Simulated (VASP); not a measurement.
A run of VASP 6.6.1:

The input INCAR:

```
SYSTEM = As2H
PREC = Accurate
ENCUT = 520
EDIFF = 1E-6
ISMEAR = 0
SIGMA = 0.05
LREAL = .FALSE.
LASPH = .TRUE.
NELM = 150
ALGO = Normal
ISIF = 2
LWAVE = .FALSE.
LCHARG = .FALSE.
ISPIN = 2
MAGMOM = 0 0 1
LORBIT = 11
LDIPOL = .TRUE.
IDIPOL = 3
DIPOL = 0.5 0.5 0.289
GGA = PE
IVDW = 12
NBANDS = 16
```

File KPOINTS:

```
regular mesh
0
G
  9 9 1
  0 0 0
```

File POSCAR:

```
As2H
1.0
    3.5713387681      0.0000000000      0.0000000000
   -1.7856693841      3.0928700987      0.0000000000
    0.0000000000      0.0000000000     18.3976402524
As H
2 1
Direct
    0.3333333333      0.6666666667      0.2933876398
    0.6666666667      0.3333333333      0.2174191877
    0.6666666667      0.6666666667      0.3564392043
```

Potentials or basis: VASP PAW PBE potentials, release 64 (As, H).

The run is started by

```sh
$ cat potpaw_PBE.64/As/POTCAR potpaw_PBE.64/H/POTCAR > POTCAR
$ mpirun -np 1 vasp_std > vasp.out
```

Hardware: 1 thread of Intel(R) Xeon(R) 6975P-C (Granite Rapids), with other jobs on the host.

**Question.** How long does it take, and how much memory?

**Answer.** Wall time 4.1 min on 1 thread of Intel(R) Xeon(R) 6975P-C (Granite Rapids), with other jobs on the host, peak memory 0.52 GiB. Counts: scf iterations 26, k points 41.
